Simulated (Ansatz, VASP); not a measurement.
This is a calculation of In for Ansatz 0.2.0.

The input input.yaml:

```yaml
crystal:
  lattice:
    - [1.6584308627, 0.957495505, 8.1523779443]
    - [-1.6584308627, 0.957495505, 8.1523779443]
    - [0.0, -1.91499101, 8.1523779443]
  atoms:
    - { symbol: In, position: [0.22198776, 0.22198776, 0.22198776] }
    - { symbol: In, position: [0.77801224, 0.77801224, 0.77801224] }
    - { symbol: In, position: [0.0, 0.0, 0.0] }
kpoints:
  mp_grid: { grid: [9, 9, 9] }
scf:
  occupations: { method: fermi_dirac, width: 0.05 }
hamiltonian:
  xc: lda
  pseudopotentials: { kind: all_electron, lapw: { basis_error: 0.002 } }
output:
  forces: true
  stress: true
  eigenvalues: true
```

Potentials or basis: all-electron LAPW, scalar-relativistic.

Command:

```sh
$ ansatz run input.yaml --threads 2 --pin off --max-ram 8192MiB --backend cpu --events-out ev --progress --plain --runs-dir out
```

Q: Translate it to VASP 6.6.1. Potentials there: VASP PAW LDA potentials, release 64 (In_d).

A: As run (the cutoff follows the program's own potentials):

Contents of INCAR:

```
SYSTEM = In
PREC     = Accurate       ! precision mode
ENCUT    = 520            ! plane-wave cutoff, eV
EDIFF    = 1E-6           ! SCF threshold, eV
ISMEAR   = -1             ! smearing method
SIGMA    = 0.05           ! smearing width, eV
LREAL    = .FALSE.        ! projectors in reciprocal space
LASPH    = .TRUE.         ! aspherical terms in the spheres
NELM     = 100            ! most SCF steps
ALGO     = Fast           ! electronic algorithm
ISIF     = 2              ! what is computed and relaxed
LWAVE    = .FALSE.        ! write WAVECAR
LCHARG   = .FALSE.        ! write CHGCAR
NBANDS   = 26             ! bands
```

File KPOINTS:

```
Automatic mesh
0
G
  9 9 9
  0 0 0
```

POSCAR

```
In
1.0
    1.6584308627      0.9574955050      8.1523779443
   -1.6584308627      0.9574955050      8.1523779443
    0.0000000000     -1.9149910100      8.1523779443
In
3
Direct
    0.2219877600      0.2219877600      0.2219877600
    0.7780122400      0.7780122400      0.7780122400
    0.0000000000      0.0000000000      0.0000000000
```

Potentials or basis: VASP PAW LDA potentials, release 64 (In_d).

Launch:

```sh
$ cat potpaw_LDA.64/In_d/POTCAR > POTCAR
$ mpirun -np 1 vasp_std > vasp.out
```

Both were run:

|  | VASP | Ansatz | Ansatz less VASP |
| --- | --- | --- | --- |
| gap on the k mesh at the Fermi level (eV) | none | none | - |
| pressure (GPa) | -1.9 | -2.0 | -0.09 |
| traceless stress, the component that is largest in VASP (GPa) | -0.39 | -0.39 | -0.003 |
| rms of the force components (eV/Å) | 0.012 | 0.013 | +0.0012 |

LDA's correlation is that of Perdew and Zunger in VASP and of Perdew and Wang (1992) in Ansatz. Atom by atom the forces differ by 0.001 eV/Å (rms over components). A gap of «none» marks a metal or a gap that the smearing closes. Ansatz ran all-electron here, and VASP with PAW potentials.
